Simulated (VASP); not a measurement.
A run of VASP 6.6.1:

The input INCAR:

```
ALGO = Normal
EDIFF = 1E-6
ENCUT = 600
GGA = PS
GGA_COMPAT = F
ISIF = 2
ISMEAR = 0
LASPH = T
LCHARG = F
LREAL = F
LWAVE = F
NBANDS = 11
NELM = 120
PREC = Accurate
SIGMA = 0.01
```

The input KPOINTS:

```
k-points
0
Gamma
  6 6 6
```

Contents of POSCAR:

```
SiC
1.0
    0.0316698314      2.2061638705      2.2061638705
    2.2061638705      0.0316698314      2.2061638705
    2.2061638705      2.2061638705      0.0316698314
Si C
1 1
Direct
    0.0006271967      0.0006271967      0.0006271967
    0.2493728033      0.2493728033      0.2493728033
```

Potentials or basis: VASP PAW PBE potentials, release 64 (Si, C).

Command:

```sh
$ cat potpaw_PBE.64/Si/POTCAR potpaw_PBE.64/C/POTCAR > POTCAR
$ mpirun -np 1 vasp_std > vasp.out
```

Hardware: 1 thread of Intel Xeon 6975P-C, on a shared host.

Problem. How long does it take, and how much memory?

Solution. It took 8.7 s on 1 thread of Intel Xeon 6975P-C, on a shared host, peak memory 0.15 GiB. Counts: scf iterations 12, k points 32.
